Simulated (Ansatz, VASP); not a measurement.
## One calculation of HfGe, two programs

```
Hf Ge
1.0
     3.50084    0.00000    0.00000
     0.00000    3.50084    0.00000
     0.00000    0.00000    3.50084
Hf Ge
1 1
Direct
  0.00000 0.00000 0.00000
  0.50000 0.50000 0.50000
```

Alike in both runs: task single point; functional PBE; k mesh 8 × 8 × 8; occupations gaussian, width 0.011 eV; no spin polarisation.

|  | VASP | Ansatz |
| --- | --- | --- |
| version | VASP 6.6.1 | Ansatz 0.2.0 |
| potentials or method | VASP PAW PBE potentials, release 64 (Hf_pv, Ge_d) | Ansatz PAW |
| plane-wave cutoff (eV) | 520 | 420 |
| valence electrons in the cell | 24 | 40 |

VASP gave:

```
gap on the k mesh at the Fermi level (eV) : none
pressure (GPa)                            : -11.8
```

Estimate Ansatz's values.

gap on the k mesh at the Fermi level (eV): none; pressure (GPa): -11.4.

A gap of «none» marks a metal or a gap that the smearing closes. VASP's potentials hold 24 valence electrons a cell and Ansatz's 40, so a difference there can come from the potentials and not from the codes.

Neither program's run includes spin-orbit coupling.
